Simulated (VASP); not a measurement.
A run of VASP 6.6.1:

Contents of INCAR:

```
SYSTEM = LiH
ALGO = Normal
EDIFF = 1E-6
ENCUT = 520
GGA = PE
ISIF = 2
ISMEAR = 0
LASPH = .TRUE.
LCHARG = .FALSE.
LREAL = .FALSE.
LWAVE = .FALSE.
NBANDS = 9
NELM = 60
PREC = Accurate
SIGMA = 0.01
```

Contents of KPOINTS:

```
k-points
0
G
  6 6 6
  0 0 0
```

File POSCAR:

```
LiH
1.0
    0.0135630404      1.9965279331      1.9965279331
    1.9965279331      0.0135630404      1.9965279331
    1.9965279331      1.9965279331      0.0135630404
Li H
1 1
Direct
    0.0000000000      0.0000000000      0.0000000000
    0.5000000000      0.5000000000      0.5000000000
```

Potentials or basis: VASP PAW PBE potentials, release 64 (Li_sv, H).

The run is started by

```bash
$ cat potpaw_PBE.64/Li_sv/POTCAR potpaw_PBE.64/H/POTCAR > POTCAR
$ mpirun -np 1 vasp_std > vasp.out
```

Hardware: 1 thread of Intel(R) Xeon(R) Platinum 8259CL CPU @ 2.50GHz (Skylake/Cascade Lake), with other jobs on the host.

Q: Estimate the wall time of this run.

A: Wall time 5 s on 1 thread of Intel(R) Xeon(R) Platinum 8259CL CPU @ 2.50GHz (Skylake/Cascade Lake) (shared host), peak memory 0.13 GiB. Counts: scf iterations 10, k points 32.
